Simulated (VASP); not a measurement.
Input of a VASP 6.6.1 run:

The input INCAR:

```
SYSTEM = Si8O17
PREC     = Accurate       ! precision mode
ENCUT    = 520            ! plane-wave cutoff, eV
EDIFF    = 1E-7           ! SCF threshold, eV
ISMEAR   = -1             ! smearing method
SIGMA    = 0.05           ! smearing width, eV
LREAL    = Auto         
LASPH    = .TRUE.         ! aspherical terms in the spheres
NELM     = 150            ! most SCF steps
ALGO     = Normal         ! electronic algorithm
ISIF     = 2              ! what is computed and relaxed
LWAVE    = .FALSE.        ! write WAVECAR
LCHARG   = .FALSE.        ! write CHGCAR
ISPIN    = 2              ! spin polarisation
MAGMOM   = 0 0 0 0 0 0 0 0 0 0 0 0 0 0 0 0 0 0 0 0 0 0 0 0 0 ! initial moments
LORBIT   = 11             ! projections on sites
GGA      = PE             ! functional
NBANDS   = 89             ! bands
```

The input KPOINTS:

```
regular mesh
0
G
  2 2 3
  0 0 0
```

POSCAR

```
Si8O17
1.0
   -4.1797000000     -4.1797000000      0.0000000000
    4.1797000000     -4.1797000000      0.0000000000
    0.0000000000      0.0000000000      5.3338000000
Si O
8 17
Direct
    0.4955824581      0.5106129627      0.0066601672
    0.0000710577      0.5036813647      0.2532114065
    0.4928740101      0.5135814771      0.5074237879
   -0.0010250736      0.5056127234      0.7516050471
    0.0276300931     -0.0028524775     -0.0050667442
    0.4850478503      0.0156696653      0.2736962391
   -0.0016715314      0.0069348279      0.4998852600
    0.5054127090      0.0068039572      0.7502366043
    0.1918764505      0.5092724358      0.0020566950
    0.0239322200      0.1982748762      0.2517839064
    0.8039356892      0.5114989114      0.0039433425
    0.0074178769      0.8124034022      0.2523791668
    0.1894895567      0.5056782783      0.5042763133
    0.0033141135      0.1990795990      0.7549377554
    0.8022618848      0.5041330718      0.5016611047
    0.0265237936      0.8056100916      0.7388136038
    0.7379087016     -0.0675247027     -0.0587078631
    0.5001046726      0.7137080412      0.2548860100
    0.3178994904      0.0031498672      0.0025051558
    0.4712071441      0.3310609613      0.2679074956
    0.6948035744      0.0088890351      0.5067557839
    0.4895687490      0.6993902672      0.7506845026
    0.3043714860      0.0106987344      0.5130524204
    0.4977988851      0.3131131421      0.7549218193
    0.6786877049      0.1255214489      1.0876324572
```

Potentials or basis: VASP PAW PBE potentials, release 64 (Si, O).

Run with:

```bash
$ cat potpaw_PBE.64/Si/POTCAR potpaw_PBE.64/O/POTCAR > POTCAR
$ mpirun -np 1 vasp_std > vasp.out
```

(1) What does it give for the pressure?

(2) Estimate the band gap on the k mesh.

(3) Estimate the largest force.

(4) Estimate the net moment.

## Answers

(1) 26.2 GPa.

(2) 5.34 eV.

(3) 0.330 eV/Å.

(4) 0.00 μB per cell.

Caveat: the k points lie up to 0.53 Å⁻¹ apart.
